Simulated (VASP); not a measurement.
Write the native input for VASP 6.6.1 that does the following.

```yaml
Task: single point
Functional: r2SCAN
Potentials_or_basis: VASP PAW PBE potentials, release 64 (In_d)
Cutoff: 550 eV
k_mesh: 6 × 6 × 6
Occupations: fermi-dirac, width 0.1 eV
Spin: no spin polarisation
Dipole_correction: no
Further_INCAR_settings: ALGO = Normal; EDIFF = 1e-06; NBANDS = 12
```

The system is In.

```
In
1.0
    -1.85469    1.85469    1.85469
     1.85469   -1.85469    1.85469
     1.85469    1.85469   -1.85469
In
1
Cartesian
  -0.0536 -0.0487 0.0024
```

The input as run:

POSCAR

```
In
1.0
   -1.8546927361      1.8546927361      1.8546927361
    1.8546927361     -1.8546927361      1.8546927361
    1.8546927361      1.8546927361     -1.8546927361
In
1
Direct
   -0.0124882613     -0.0138109370     -0.0275725654
```

INCAR.step1

```
ALGO = Normal
EDIFF = 1E-5
ENCUT = 550
GGA = PE
GGA_COMPAT = F
ISMEAR = -1
LASPH = T
LCHARG = F
LREAL = F
LWAVE = T
NBANDS = 12
NELM = 120
PREC = Accurate
SIGMA = 0.1
```

INCAR.step2

```
ALGO = Normal
EDIFF = 1E-6
ENCUT = 550
GGA_COMPAT = F
ISIF = 2
ISMEAR = -1
ISTART = 1
LASPH = T
LCHARG = F
LMIXTAU = T
LREAL = F
LWAVE = F
METAGGA = R2SCAN
NBANDS = 12
NELM = 120
PREC = Accurate
SIGMA = 0.1
```

KPOINTS

```
k-points
0
Gamma
  6 6 6
```

Potentials or basis: VASP PAW PBE potentials, release 64 (In_d).

The run is started by

```sh
$ cat potpaw_PBE.64/In_d/POTCAR > POTCAR
$ cp INCAR.step1 INCAR
$ mpirun -np 1 vasp_std > vasp.out
$ cp INCAR.step2 INCAR
$ mpirun -np 1 vasp_std > vasp.out
```

Results of the run:

```json
{
  "Pressure": "1.1 GPa"
}
```

Caveat: the k points lie up to 0.40 Å⁻¹ apart; the PAW data sets were made with another functional, which shifts forces and pressure a little.

Run time: 18 s on 1 thread of AMD EPYC 9R45 96-Core Processor (Zen 5) (shared host), peak memory 0.13 GiB.
